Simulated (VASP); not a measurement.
Runs of VASP 6.6.1 on C. The structure is that of space group Fd-3m (No. 227), or close to it. The cells are those of the table. 

| task | level | potentials or basis | cell | cutoff (eV) | gap on the mesh (eV) | pressure (GPa) |
| --- | --- | --- | --- | --- | --- | --- |
| single point | PBEsol | VASP PAW PBE potentials, release 64 (C) | a = 2.518 Å, angles 60.0°, 2 atoms | 520 | 4.02 | -1.5 |
| electric field gradients | LDA | VASP PAW LDA potentials, release 64 (C) | a = 2.518 Å, angles 60.0°, 2 atoms | 520 | 4.11 | -9.5 |
| single point | PBE | VASP PAW PBE potentials, release 64 (C) | a = 2.551 Å, angles 60.0°, 2 atoms | 600 | 4.05 | -12.4 |
| electric field gradients | r2SCAN | VASP PAW PBE potentials, release 64 (C) | a = 2.537 Å, angles 59.0°, 2 atoms | 520 | 4.31 | (c) |
| electric field gradients | r2SCAN | VASP PAW PBE potentials, release 64 (C) | a = 2.467 Å, angles 60.0°, 2 atoms | 520 | 4.48 | 32.1 |
| electric field gradients | r2SCAN | VASP PAW PBE potentials, release 64 (C) | a = 2.518 Å, angles 60.0°, 2 atoms | 520 | 4.33 | (d) |
| single point | PBE | VASP PAW PBE potentials, release 64 (C) | a = 2.518 Å, angles 60.0°, 2 atoms | 600 | 4.14 | 4.0 |
| electric field gradients | r2SCAN | VASP PAW PBE potentials, release 64 (C) | a = 2.509, b = 2.509, c = 2.537 Å, angles 59.6, 59.6, 60.7°, 2 atoms | 520 | 3.72 | (a) |
| electric field gradients | r2SCAN | VASP PAW PBE potentials, release 64 (C) | a = 2.543 Å, angles 60.0°, 2 atoms | 520 | (b) | -11.8 |
| electric field gradients | PBE | VASP PAW PBE potentials, release 64 (C) | a = 2.551 Å, angles 60.0°, 2 atoms | 520 | 4.05 | -11.8 |

Alike in all rows: no spin polarisation; k mesh 14 × 14 × 14; smearing fermi-dirac 0.03 eV.

Question: Estimate the missing entries.

Answer: (a) 1.0; (b) 4.26; (c) 1.3; (d) 0.9.

Caveats: the PAW data sets were made with another functional, which shifts forces and pressure a little (some runs).

A k mesh can miss the band edges.
